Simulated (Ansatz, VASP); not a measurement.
**GaN in VASP and in Ansatz**

```
Ga N
1.0
    -0.00751    2.24975    2.24975
     2.24975   -0.00751    2.24975
     2.24975    2.24975   -0.00751
Ga N
1 1
Direct
  0.00000 0.00000 0.00000
  0.75000 0.75000 0.75000
```

Alike in both runs: task single point; functional PBE; k mesh 7 × 7 × 7; occupations fermi-dirac, width 0.02 eV; no spin polarisation.

|  | VASP | Ansatz |
| --- | --- | --- |
| version | VASP 6.6.1 | Ansatz 0.2.0 |
| potentials or method | VASP PAW PBE potentials, release 64 (Ga_d, N), cutoff 600 eV | plane waves, PAW |
| valence electrons in the cell | 18 | 18 |

```csv
,VASP,Ansatz,Ansatz less VASP
pressure (GPa),4.9,5.0,+0.06
"traceless stress, the component that is largest in VASP (GPa)",0.64,0.65,+0.003
```
